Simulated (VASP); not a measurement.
HfNiP2, 4 atoms in the cell. It takes space group P6/mmm (No. 191, hexagonal). Conventional cell: a = 2.950 Å, b = 2.950 Å, c = 9.319 Å, α = 90.00°, β = 90.00°, γ = 120.00°. Within 3.3 Å of Hf (site symmetry 6/mmm) lie 2 P at 2.54 Å and 6 Hf at 2.95 Å. Within 2.8 Å of Ni (site symmetry 6/mmm) lie 2 P at 2.12 Å. Within 2.8 Å of P (site symmetry 6mm) lie 1 Ni at 2.12 Å and 1 Hf at 2.54 Å. 

```yaml
Program: VASP 6.6.1
Task: relaxation of cell and atoms
Functional: PBE
Potentials_or_basis: VASP PAW PBE potentials, release 64 (Hf_pv, Ni, P)
Cutoff: 600 eV
k_mesh: 18 × 18 × 6
Occupations: gaussian, width 0.1 eV
Spin: no spin polarisation
Dipole_correction: no
Further_INCAR_settings: ALGO = Normal; EDIFF = 1e-07; IBRION = 2; EDIFFG = -0.01; NSW = 100; ISIF = 3
```

Potentials or basis: VASP PAW PBE potentials, release 64 (Hf_pv, Ni, P).

Launch:

```console
$ cat potpaw_PBE.64/Hf_pv/POTCAR potpaw_PBE.64/Ni/POTCAR potpaw_PBE.64/P/POTCAR > POTCAR
$ mpirun -np 1 vasp_std > vasp.out
```

Hardware: 1 thread of Intel(R) Xeon(R) 6975P-C (Granite Rapids), on a shared host.

Q: Estimate the wall time of this run.

A: It took 9.1 min on 1 thread of Intel(R) Xeon(R) 6975P-C (Granite Rapids), with other jobs on the host, peak memory 0.44 GiB. Counts: scf iterations 73, k points 148, ion steps 5.
